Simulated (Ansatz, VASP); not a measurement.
# Si5O in VASP and in Ansatz

The input INCAR:

```
SYSTEM = Si5O
ALGO = Normal
EDIFF = 1E-7
ENCUT = 520
GGA = PE
ISIF = 2
ISMEAR = 0
ISPIN = 2
LASPH = .True.
LCHARG = .True.
LELF = .True.
LORBIT = 11
LREAL = .False.
LVHAR = .True.
LWAVE = .False.
MAGMOM = 0 0 0 0 0 1
NBANDS = 26
NELM = 150
PREC = Accurate
SIGMA = 0.1
```

The input KPOINTS:

```
k-points
0
Gamma
  6 6 2
  0 0 0
```

Contents of POSCAR:

```
Si5O
1.0
    2.6645594000      0.0000000000      0.0000000000
   -1.3322797000      2.3075761300      0.0000000000
    0.0000000000      0.0000000000     12.9517325400
Si O
5 1
Direct
    0.6666666700      0.3333333300      0.8353336500
    0.0000000000      0.0000000000      0.6676422400
    0.6666666700      0.3333333300      0.5000000000
    0.0000000000      0.0000000000      0.3323577600
    0.6666666700      0.3333333300      0.1646663500
    0.0000000000      0.0000000000      0.0000000000
```

Input for Ansatz:

```yaml
crystal:
  lattice:
    - [2.6645594, 0.0, 0.0]
    - [-1.3322797, 2.30757613, 0.0]
    - [0.0, 0.0, 12.95173254]
  atoms:
    - { symbol: Si, position: [0.66666667, 0.33333333, 0.83533365] }
    - { symbol: Si, position: [0.0, 0.0, 0.66764224] }
    - { symbol: Si, position: [0.66666667, 0.33333333, 0.5] }
    - { symbol: Si, position: [0.0, 0.0, 0.33235776] }
    - { symbol: Si, position: [0.66666667, 0.33333333, 0.16466635] }
    - { symbol: O, position: [0.0, 0.0, 0.0], spin: 1.0 }
basis:
  ecutwfc: 420
kpoints:
  mp_grid: { grid: [6, 6, 2] }
hamiltonian:
  xc: pbe
scf:
  occupations: { method: gaussian, width: 0.1 }
  lower_state_search: "off"
output:
  forces: true
  stress: true
  eigenvalues: true
  populations: true
magnetization:
  spin_polarized: true
```

Change from the starting cell: species swapped into the MgCd5 type (P-6m2, No. 187).

Alike in both runs: task single point; functional PBE; k mesh 6 × 6 × 2; occupations gaussian, width 0.1 eV; collinear spin.

|  | VASP | Ansatz |
| --- | --- | --- |
| version | VASP 6.6.1 | Ansatz 0.2.0 |
| potentials or method | VASP PAW PBE potentials, release 64 (Si, O), cutoff 520 eV | scalar-relativistic, plane waves, PAW |
| valence electrons in the cell | 26 | 26 |

|  | VASP | Ansatz | Ansatz less VASP |
| --- | --- | --- | --- |
| gap on the k mesh at the Fermi level (eV) | none | none | - |
| pressure (GPa) | -2.0 | -1.1 | +0.87 |
| traceless stress, the component that is largest in VASP (GPa) | -11.92 | -11.35 | +0.576 |
| rms of the force components (eV/Å) | 0.786 | 0.696 | -0.0900 |
| net moment per atom (μB) | 0.04 | 0.12 | +0.086 |
| size of the moment on the site where the two differ most (μB) | 0.14 | 0.66 | +0.518 |

Site moments also hang on the region over which each program counts them. Atom by atom the forces differ by 0.090 eV/Å (rms over components). A gap of «none» marks a metal or a gap that the smearing closes.

The k mesh is coarse, so the values compare programs but aren't converged.
